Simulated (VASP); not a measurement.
# AlN (Fm-3m) in VASP: further runs

Aim: see how the results for AlN move with the level of theory and the settings. Levels: PBEsol, PBE-based screened hybrid with 10 % exact exchange, PBE-based screened hybrid with 50 % exact exchange, HF. Tasks: single point.

All numbers are computed with VASP 6.6.1; they aren't measurements. Logs are shortened: lines on timing, memory, paths and dates and some standing lists are left out, and cuts for length are marked.

## Step 1: The cell of the first run

Symmetry: Fm-3m, No. 225, cubic system. The conventional cell has a = 4.038 Å, b = 4.038 Å, c = 4.038 Å, α = 90.00°, β = 90.00°, γ = 90.00°. Within 2.7 Å of Al (site symmetry m-3m) lie 6 N at 2.02 Å. Within 2.7 Å of N (site symmetry m-3m) lie 6 Al at 2.02 Å.

## Step 2: Single point, PBEsol

Contents of INCAR:

```
  PREC = Accurate
  ENCUT = 520
  EDIFF = 1E-6
  ISMEAR = 1
  SIGMA = 0.2
  LREAL = F
  LASPH = T
  NELM = 60
  ALGO = Normal
  ISIF = 2
  LWAVE = F
  LCHARG = T
  GGA = PS
  LELF = T
  LVHAR = T
  NBANDS = 11
```

Contents of KPOINTS:

```
Automatic mesh
0
Gamma
  8 8 8
```

Contents of POSCAR:

```
AlN
1.0
    0.0000000000      2.0188684454      2.0188684454
    2.0188684454      0.0000000000      2.0188684454
    2.0188684454      2.0188684454      0.0000000000
Al N
1 1
Direct
    0.0000000000      0.0000000000      0.0000000000
    0.5000000000      0.5000000000      0.5000000000
```

Potentials or basis: VASP PAW PBE potentials, release 64 (Al, N).

Launch:

```
cat potpaw_PBE.64/Al/POTCAR potpaw_PBE.64/N/POTCAR > POTCAR
mpirun -np 1 vasp_std > vasp.out
```

OUTCAR:

```text
PREC = Accurate
   ENCUT = 520
   EDIFF = 1E-6
   ISMEAR = 1
   LREAL = F
   LASPH = T
   NELM = 60
   ISIF = 2
   GGA = PS

 ion  position               nearest neighbor table
   1  0.000  0.000  0.000-   2 2.02   2 2.02   2 2.02   2 2.02   2 2.02   2 2.02
   2  0.500  0.500  0.500-   1 2.02   1 2.02   1 2.02   1 2.02   1 2.02   1 2.02

  LATTYP: Found a face centered cubic cell.
 ALAT       =     4.0377368908

  Lattice vectors:

 A1 = (   0.0000000000,   2.0188684454,   2.0188684454)
 A2 = (   2.0188684454,   0.0000000000,   2.0188684454)
 A3 = (   2.0188684454,   2.0188684454,   0.0000000000)

Analysis of symmetry for initial positions (statically):
=====================================================================
 Subroutine PRICEL returns:
 Original cell was already a primitive cell.

 Routine SETGRP: Setting up the symmetry group for a
 face centered cubic supercell.

 Subroutine GETGRP returns: Found 48 space group operations
 (whereof 48 operations were pure point group operations)
 out of a pool of 48 trial point group operations.

The static configuration has the point symmetry O_h .

Analysis of symmetry for dynamics (positions and initial velocities):
=====================================================================
 Subroutine PRICEL returns:
 Original cell was already a primitive cell.

 Routine SETGRP: Setting up the symmetry group for a
 face centered cubic supercell.

 Subroutine GETGRP returns: Found 48 space group operations
 (whereof 48 operations were pure point group operations)
 out of a pool of 48 trial point group operations.

The dynamic configuration has the point symmetry O_h .

 Subroutine INISYM returns: Found 48 space group operations
 (whereof 48 operations are pure point group operations),
 and found     1 'primitive' translations

----------------------------------------------------------------------------------------

                                     Primitive cell

  volume of cell :      16.4571

  direct lattice vectors                    reciprocal lattice vectors
     0.000000000  2.018868445  2.018868445    -0.247663488  0.247663488  0.247663488
     2.018868445  0.000000000  2.018868445     0.247663488 -0.247663488  0.247663488
     2.018868445  2.018868445  0.000000000     0.247663488  0.247663488 -0.247663488

  length of vectors
     2.855111136  2.855111136  2.855111136     0.428965744  0.428965744  0.428965744

  position of ions in fractional coordinates (direct lattice)
[... 88 lines left out ...]
   TEBEG  =    0.0;   TEEND  =   0.0 temperature during run
   PSTRESS=    0.0 pullay stress
   NELECT =       8.0000    total number of electrons
   NUPDOWN=      -1.0000    fix difference up-down
   EMIN   =  10.00;   EMAX   =-10.00  energy-range for DOS
   EFERMI =   0.00;   METHOD = LEGACY
   ISMEAR =     1;   SIGMA  =   0.20  broadening in eV -4-tet -1-fermi 0-gaus
   EFERMI_NEDOS =   21; number of points for ismear=-14 and -15
   IALGO  =     38    algorithm
   IMIX   =      4    mixing-type and parameters
     AMIX     =   0.40;   BMIX     =  1.00
     AMIX_MAG =   1.60;   BMIX_MAG =  1.00
  volume/ion in A,a.u.               =       8.23        55.53
  Fermi-wavevector in a.u.,A,eV,Ry     =   1.287222  2.432497 22.544046  1.656941
  Thomas-Fermi vector in A             =   2.419249
   LORBIT       =      0    0 simple, 1 ext, 2 COOP (PROOUT), +10 PAW based schemes
   GGA     = PS    functional components
   LHFCALC =     F    Hartree Fock is set to
   AEXX    =    0.0000 exact exchange contribution
   IVDW    =     0    specifies the selected vdW correction
   LEPSILON=     F    determine dielectric tensor
   LRPA    =     F    only Hartree local field effects (RPA)
 non-spin polarized calculation
 Methfessel and Paxton  Order N= 1 SIGMA  =   0.20
  energy-cutoff  :      520.00
  volume of cell :       16.46
 maximum number of plane-waves:       459
 NGX is ok and might be reduce to    24
   NGX = 11   NGY = 11   NGZ = 11

 number of electron       7.9999999 magnetization

 Free energy of the ion-electron system (eV)
  ---------------------------------------------------
  ext. energy  EPLUGINS =         0.00000000
  ---------------------------------------------------
  free energy    TOTEN  =       -15.44776685 eV

  energy without entropy =      -15.44881730  energy(sigma->0) =      -15.44811700

 E-fermi :   9.9851     XC(G=0): -12.4718

 val. band max:        9.9404377252   @ k =   0.0000   0.0000   0.0000
 cond. band min:      14.5343013724   @ k =   0.5000   0.5000   0.0000
 fundamental gap:      4.5938636471
 Fermi energy:         9.9851345347

 k-point     1 :       0.0000    0.0000    0.0000
  band No.  band energies     occupation
      1      -7.6476      2.00000
      2       9.9404      1.36799
      3       9.9404      1.36799
      4       9.9404      1.36798
      5      15.6694      0.00000
      6      21.9789      0.00000
      7      21.9789      0.00000
      8      21.9789      0.00000
      9      27.0692      0.00000
     10      27.6582      0.00000
     11      27.6582      0.00000
[... 309 lines left out ...]
 k-point    24 :      -0.3750    0.2500    0.1250
  band No.  band energies     occupation
      1      -3.8208      2.00000
      2       2.4345      2.00000
      3       6.1879      2.00000
      4       7.9279      2.00000
      5      18.3086      0.00000
      6      18.4593      0.00000
      7      22.2137      0.00000
      8      22.6869      0.00000
      9      28.0045      0.00000
     10      28.9332      0.00000
     11      32.3114      0.00000

 [... further k-points ...]

------------------------ aborting loop because EDIFF is reached ----------------------------------------

  FORCE on cell =-STRESS in cart. coord.  units (eV):
  Direction    XX          YY          ZZ          XY          YZ          ZX
  --------------------------------------------------------------------------------------
  -------------------------------------------------------------------------------------
  Total        0.1405058      0.1405058      0.1405058     -0.0000000      0.0000000     -0.0000000
  in kB       13.6788907     13.6788907     13.6788907     -0.0000000      0.0000000     -0.0000000
  external PRESSURE =      13.6788907 kB  Pullay stress =       0.0000000 kB

 VOLUME and BASIS-vectors are now :
 -----------------------------------------------------------------------------
  energy-cutoff  :      520.00
  volume of cell :       16.46
      direct lattice vectors                 reciprocal lattice vectors
     0.000000000  2.018868445  2.018868445    -0.247663488  0.247663488  0.247663488
     2.018868445  0.000000000  2.018868445     0.247663488 -0.247663488  0.247663488
     2.018868445  2.018868445  0.000000000     0.247663488  0.247663488 -0.247663488

 POSITION                                       TOTAL-FORCE (eV/Angst)
 -----------------------------------------------------------------------------------
      0.00000      0.00000      0.00000         0.000000     -0.000000     -0.000000
      2.01887      2.01887      2.01887        -0.000000      0.000000      0.000000
 -----------------------------------------------------------------------------------
    total drift:                               -0.000000     -0.000000      0.000000

  FREE ENERGIE OF THE ION-ELECTRON SYSTEM (eV)
  ---------------------------------------------------
  free  energy   TOTEN  =       -15.4477668453 eV

  energy  without entropy=      -15.4488172977  energy(sigma->0) =      -15.44811700
```

stdout:

```text
POSCAR found type information on POSCAR AlN
 POSCAR found :  2 types and       2 ions
 scaLAPACK will be used
 -----------------------------------------------------------------------------
|                                                                             |
|                                                                             |
|     You enforced a specific xc type in the INCAR file but a different       |
|     I HOPE YOU KNOW WHAT YOU ARE DOING!                                     |
|                                                                             |
 -----------------------------------------------------------------------------

 LDA part: xc-table for (Slater+PW92), standard interpolation
 POSCAR, INCAR and KPOINTS ok, starting setup
 FFT: planning ... GRIDC
 FFT: planning ... GRID_SOFT
 FFT: planning ... GRID
 WAVECAR not read
 entering main loop
```

Run time: 5.4 s. Hardware: 1 thread of Intel Xeon Platinum 8259CL at 2.50GHz (Skylake/Cascade Lake), shared host; peak memory 0.13 GiB.

Results:

```yaml
Free_energy: -15.4478 eV
Pressure: 1.4 GPa
Band_gap_on_the_k_mesh: 4.59 eV (least direct gap 5.73 eV)
```

Caveat: the structure was generated, so it needn't be the stable form of AlN; the PAW data sets were made with another functional, which shifts forces and pressure a little. A k mesh can miss the band edges.

[end of part 1 of 2]
